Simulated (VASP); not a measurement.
# Ni (Pm-3m) in VASP: further runs

The runs below take Ni through single point, with BLYP.

Program: VASP 6.6.1. These are calculated values, not measurements. Logs are shortened: lines on timing, memory, paths and dates and some standing lists are left out, and cuts for length are marked.

### Step 1. The cell of the first run

Symmetry: Pm-3m, No. 221, cubic system. The conventional cell has a = 2.395 Å, b = 2.395 Å, c = 2.395 Å, α = 90.00°, β = 90.00°, γ = 90.00°. Ni (site symmetry m-3m) has 6 Ni at 2.40 Å within 3.2 Å.

This isn't the form of Ni at room conditions, which is fcc.

### Step 2. Single point, BLYP, collinear spin, ferromagnetic start (13.74 Å³/atom)

INCAR

```
  PREC = Accurate
  ENCUT = 520
  EDIFF = 1E-6
  ISMEAR = -1
  SIGMA = 0.05
  LREAL = False
  LASPH = True
  NELM = 150
  ALGO = Normal
  ISIF = 2
  LWAVE = False
  LCHARG = False
  ISPIN = 2
  MAGMOM = -0.533 -0.533
  LORBIT = 11
  LMAXMIX = 4
  GGA = B5
  ALDAX = 1.0
  AGGAX = 1.0
  AGGAC = 1.0
  ALDAC = 0.0
  NBANDS = 21
```

KPOINTS

```
Automatic mesh
0
Gamma
  13 13 13
```

POSCAR

```
Ni
1.0
    0.0000000000      2.3952584634      2.3952584634
    2.3952584634      0.0000000000      2.3952584634
    2.3952584634      2.3952584634      0.0000000000
Ni
2
Direct
    0.0000000000      0.0000000000      0.0000000000
    0.5000000000      0.5000000000      0.5000000000
```

Potentials or basis: VASP PAW PBE potentials, release 64 (Ni).

The run is started by

```sh
$ cat potpaw_PBE.64/Ni/POTCAR > POTCAR
$ mpirun -np 1 vasp_std > vasp.out
```

OUTCAR:

```text
PREC = Accurate
   ENCUT = 520
   EDIFF = 1E-6
   ISMEAR = -1
   LREAL = False
   LASPH = True
   NELM = 150
   ISIF = 2
   ISPIN = 2
   LORBIT = 11
   GGA = B5

 ion  position               nearest neighbor table
   1  0.000  0.000  0.000-   2 2.40   2 2.40   2 2.40   2 2.40   2 2.40   2 2.40
   2  0.500  0.500  0.500-   1 2.40   1 2.40   1 2.40   1 2.40   1 2.40   1 2.40

  LATTYP: Found a face centered cubic cell.
 ALAT       =     4.7905169268

  Lattice vectors:

 A1 = (   0.0000000000,   2.3952584634,   2.3952584634)
 A2 = (   2.3952584634,   0.0000000000,   2.3952584634)
 A3 = (   2.3952584634,   2.3952584634,   0.0000000000)

Analysis of symmetry for initial positions (statically):
=====================================================================
 Subroutine PRICEL returns following result:

  LATTYP: Found a simple cubic cell.
 ALAT       =     2.3952584634
[... 12 lines left out ...]
 Subroutine GETGRP returns: Found 48 space group operations
 (whereof 48 operations were pure point group operations)
 out of a pool of 48 trial point group operations.

The static configuration has the point symmetry O_h .

Analysis of symmetry for dynamics (positions and initial velocities):
=====================================================================
 Subroutine PRICEL returns following result:

  LATTYP: Found a simple cubic cell.
 ALAT       =     2.3952584634
[... 12 lines left out ...]
 Subroutine GETGRP returns: Found 48 space group operations
 (whereof 48 operations were pure point group operations)
 out of a pool of 48 trial point group operations.

The dynamic configuration has the point symmetry O_h .

Analysis of structural, dynamic, and magnetic symmetry:
=====================================================================
 Subroutine PRICEL returns following result:

  LATTYP: Found a simple cubic cell.
 ALAT       =     2.3952584634
[... 12 lines left out ...]
 Subroutine GETGRP returns: Found 48 space group operations
 (whereof 48 operations were pure point group operations)
 out of a pool of 48 trial point group operations.

The overall configuration has the point symmetry O_h .

 Subroutine INISYM returns: Found 48 space group operations
 (whereof 48 operations are pure point group operations),
 and found     2 'primitive' translations

----------------------------------------------------------------------------------------

                                     Primitive cell

[... 107 lines left out ...]
     AMIX     =   0.40;   BMIX     =  1.00
     AMIX_MAG =   1.60;   BMIX_MAG =  1.00
  volume/ion in A,a.u.               =      13.74        92.74
  Fermi-wavevector in a.u.,A,eV,Ry     =   1.472502  2.782625 29.500982  2.168261
  Thomas-Fermi vector in A             =   2.587509
   LORBIT       =     11    0 simple, 1 ext, 2 COOP (PROOUT), +10 PAW based schemes
   GGA     = B5    functional components
   LHFCALC =     F    Hartree Fock is set to
   AEXX    =    0.0000 exact exchange contribution
   IVDW    =     0    specifies the selected vdW correction
   LEPSILON=     F    determine dielectric tensor
   LRPA    =     F    only Hartree local field effects (RPA)
 spin polarized calculation
  energy-cutoff  :      520.00
  volume of cell :       27.48
 maximum number of plane-waves:       751
 NGX is ok and might be reduce to    28
   NGX = 13   NGY = 13   NGZ = 13

 number of electron      19.9999986 magnetization      -1.1363984

 Free energy of the ion-electron system (eV)
  ---------------------------------------------------
  ext. energy  EPLUGINS =         0.00000000
  ---------------------------------------------------
  free energy    TOTEN  =        -8.16396149 eV

  energy without entropy =       -8.12879103  energy(sigma->0) =       -8.14637626

 E-fermi :   6.8605     XC(G=0): -11.2344

 val. band max:        6.8446440967   @ k =   0.3077   0.1538   0.0000
 cond. band min:       6.8609532370   @ k =   0.2308   0.0000   0.0000
 fundamental gap:      0.0163091403
 Fermi energy:         6.8604502350

 spin component 1

 k-point     1 :       0.0000    0.0000    0.0000
  band No.  band energies     occupation
      1      -0.4126      1.00000
      2       4.0916      1.00000
      3       4.0916      1.00000
      4       4.4498      1.00000
      5       4.4498      1.00000
      6       4.4498      1.00000
[... 565 lines left out ...]
     20      32.0518      0.00000
     21      32.2740      0.00000

 [... further k-points ...]

 spin component 2

 k-point     1 :       0.0000    0.0000    0.0000
  band No.  band energies     occupation
      1      -0.4498      1.00000
      2       3.6235      1.00000
      3       3.6235      1.00000
      4       3.9422      1.00000
      5       3.9422      1.00000
      6       3.9422      1.00000
[... 565 lines left out ...]
     20      31.9728      0.00000
     21      32.2057      0.00000

 [... further k-points ...]

------------------------ aborting loop because EDIFF is reached ----------------------------------------

  FORCE on cell =-STRESS in cart. coord.  units (eV):
  Direction    XX          YY          ZZ          XY          YZ          ZX
  --------------------------------------------------------------------------------------
  -------------------------------------------------------------------------------------
  Total       -0.6116820     -0.6116820     -0.6116820      0.0000000      0.0000000      0.0000000
  in kB      -35.6573534    -35.6573534    -35.6573534      0.0000000      0.0000000      0.0000000
  external PRESSURE =     -35.6573534 kB  Pullay stress =       0.0000000 kB

 VOLUME and BASIS-vectors are now :
 -----------------------------------------------------------------------------
  energy-cutoff  :      520.00
  volume of cell :       27.48
      direct lattice vectors                 reciprocal lattice vectors
     0.000000000  2.395258463  2.395258463    -0.208745740  0.208745740  0.208745740
     2.395258463  0.000000000  2.395258463     0.208745740 -0.208745740  0.208745740
     2.395258463  2.395258463  0.000000000     0.208745740  0.208745740 -0.208745740

 POSITION                                       TOTAL-FORCE (eV/Angst)
 -----------------------------------------------------------------------------------
      0.00000      0.00000      0.00000        -0.000000      0.000000     -0.000000
      2.39526      2.39526      2.39526         0.000000     -0.000000      0.000000
 -----------------------------------------------------------------------------------
    total drift:                                0.000000      0.000000      0.000000

  FREE ENERGIE OF THE ION-ELECTRON SYSTEM (eV)
  ---------------------------------------------------
  free  energy   TOTEN  =        -8.1639614941 eV

  energy  without entropy=       -8.1287910292  energy(sigma->0) =       -8.14637626

 total charge

# of ion       s       p       d       tot
------------------------------------------
    1        0.487   0.325   8.371   9.183
    2        0.487   0.325   8.371   9.183
--------------------------------------------------
tot          0.975   0.650  16.741  18.366

 magnetization (x)

# of ion       s       p       d       tot
------------------------------------------
    1        0.000   0.000  -0.572  -0.571
    2        0.000   0.000  -0.572  -0.571
--------------------------------------------------
tot          0.001   0.001  -1.145  -1.143
```

OSZICAR:

```text
N       E                     dE             d eps       ncg     rms          rms(c)
DAV:   1     0.104030436085E+03    0.10403E+03   -0.86145E+03  7376   0.123E+03
DAV:   2    -0.341453502470E+01   -0.10744E+03   -0.99480E+02  7216   0.228E+02
DAV:   3    -0.943513323259E+01   -0.60206E+01   -0.57572E+01  8019   0.632E+01
DAV:   4    -0.952592946606E+01   -0.90796E-01   -0.90673E-01  8229   0.732E+00
DAV:   5    -0.952863117764E+01   -0.27017E-02   -0.27015E-02  8061   0.121E+00    0.107E+01
DAV:   6    -0.901514954406E+01    0.51348E+00   -0.73593E+00  8275   0.512E+01    0.907E+00
DAV:   7    -0.817943461532E+01    0.83571E+00   -0.21259E+00  8271   0.240E+01    0.175E+00
DAV:   8    -0.816774455371E+01    0.11690E-01   -0.14444E-02  8185   0.909E-01    0.947E-01
DAV:   9    -0.816474856985E+01    0.29960E-02   -0.79068E-04 10071   0.299E-01    0.321E-01
DAV:  10    -0.816395049653E+01    0.79807E-03   -0.31196E-04 10391   0.258E-01    0.491E-02
DAV:  11    -0.816395991300E+01   -0.94165E-05   -0.54745E-05  8421   0.589E-02    0.243E-02
DAV:  12    -0.816396226099E+01   -0.23480E-05   -0.33750E-06  8133   0.226E-02    0.911E-03
DAV:  13    -0.816396149412E+01    0.76688E-06   -0.18918E-07  4559   0.409E-03
   1 F= -.81639615E+01 E0= -.81463763E+01  d E =-.351705E-01  mag=    -1.1362
```

stdout:

```text
POSCAR found type information on POSCAR Ni
 POSCAR found :  1 types and       2 ions
 scaLAPACK will be used
 -----------------------------------------------------------------------------
|                                                                             |
|                                                                             |
|     You enforced a specific xc type in the INCAR file but a different       |
|     I HOPE YOU KNOW WHAT YOU ARE DOING!                                     |
|                                                                             |
 -----------------------------------------------------------------------------

 LDA part: xc-table for (Slater(with rela. corr.)+VWN5), standard interpolation
 POSCAR, INCAR and KPOINTS ok, starting setup
 FFT: planning ... GRIDC
 FFT: planning ... GRID_SOFT
 FFT: planning ... GRID
 WAVECAR not read
 entering main loop
```

Run time: 98 s. Hardware: 1 thread of Intel Xeon 8259CL, shared host; peak memory 0.21 GiB.

What came out:

```
Free energy                                           : -8.1640 eV
Pressure                                              : -3.6 GPa
Net moment                                            : -1.14 μB per cell
Site moments                                          : Ni -0.57 μB
Valence electrons inside the program's atomic spheres : Ni 9.18
```

Levels at points of the mesh, in eV from the Fermi level:
Spin up:
| k point | band 7 | band 8 | band 9 | band 10 | band 11 | band 12 |
| --- | --- | --- | --- | --- | --- | --- |
| (0.00, 0.00, 0.00) | 0.24 | 0.24 | 0.24 | 0.92 | 0.92 | 11.02 |
Spin down:
| k point | band 7 | band 8 | band 9 | band 10 | band 11 | band 12 | band 13 | band 14 | band 15 | band 16 |
| --- | --- | --- | --- | --- | --- | --- | --- | --- | --- | --- |
| (0.00, 0.00, 0.00) | -0.41 | -0.41 | -0.41 | 0.32 | 0.32 | 10.93 | 10.93 | 10.93 | 14.22 | 16.51 |

Caveat: the cell stands under tension; the PAW data sets were made with another functional, which shifts forces and pressure a little.

(Continued in part 2 of 2.)
